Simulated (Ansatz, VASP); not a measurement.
**Na2Ru in VASP and in Ansatz**

The input INCAR:

```
SYSTEM = Na2Ru
PREC = Accurate
ENCUT = 600
EDIFF = 1E-6
ISMEAR = 0
SIGMA = 0.1
LREAL = .False.
LASPH = .True.
NELM = 80
ALGO = Fast
ISIF = 3
LWAVE = .False.
LCHARG = .False.
GGA = PE
IBRION = 2
NSW = 90
EDIFFG = -0.04
```

Contents of KPOINTS:

```
Automatic mesh
0
Gamma
  4 4 4
  0 0 0
```

POSCAR

```
Na2Ru
1.0
    3.6400952885     -3.8338598800      0.0000000000
    3.6400952885      3.8338598800      0.0000000000
    0.0000000000      0.0000000000      4.5540025365
Na Ru
4 2
Direct
    0.1666666667      0.1666666667      0.7500000000
    0.8333333333      0.8333333333      0.7500000000
    0.1666666667      0.1666666667      0.2500000000
    0.8333333333      0.8333333333      0.2500000000
    0.7604502601      0.2395497399      0.0000000000
    0.2395497399      0.7604502601      0.0000000000
```

Input for Ansatz:

```yaml
crystal:
  lattice:
    - [3.6400952885, -3.83385988, 0.0]
    - [3.6400952885, 3.83385988, 0.0]
    - [0.0, 0.0, 4.5540025365]
  atoms:
    - { symbol: Na, position: [0.1666666667, 0.1666666667, 0.75] }
    - { symbol: Na, position: [0.8333333333, 0.8333333333, 0.75] }
    - { symbol: Na, position: [0.1666666667, 0.1666666667, 0.25] }
    - { symbol: Na, position: [0.8333333333, 0.8333333333, 0.25] }
    - { symbol: Ru, position: [0.7604502601, 0.2395497399, 0.0] }
    - { symbol: Ru, position: [0.2395497399, 0.7604502601, 0.0] }
basis:
  ecutwfc: 420
kpoints:
  mp_grid: { grid: [4, 4, 4] }
hamiltonian:
  xc: pbe
scf:
  occupations: { method: gaussian, width: 0.1 }
  lower_state_search: "off"
output:
  forces: true
  stress: true
  eigenvalues: true
relax:
  adjacent_minimum: "off"
  f_tol: 0.04
  max_steps: 70
  cell: { stress_tol: 0.4 }
```

Alike in both runs: task relaxation of cell and atoms; functional PBE; k mesh 4 × 4 × 4; occupations gaussian, width 0.1 eV; no spin polarisation.

|  | VASP | Ansatz |
| --- | --- | --- |
| version | VASP 6.6.1 | Ansatz 0.2.0 |
| potentials or method | VASP PAW PBE potentials, release 64 (Na_pv, Ru_pv), cutoff 600 eV | scalar-relativistic, plane waves, PAW |
| valence electrons in the cell | 56 | 68 |

|  | VASP | Ansatz | Ansatz less VASP |
| --- | --- | --- | --- |
| gap on the k mesh at the Fermi level, each at its own relaxed structure (eV) | none | none | - |
| relaxed volume (Å³/atom) | 20.57 | 21.86 | +1.292 |
| relaxed length of the cell vector where the two differ most in proportion (Å) | 7.747 | 8.327 | +0.5809 |

A gap of «none» marks a metal or a gap that the smearing closes. One of these differences is far larger than is usual between the two programs; its cause wasn't traced. VASP's potentials hold 56 valence electrons a cell and Ansatz's 68, so a difference there can come from the potentials and not from the codes.
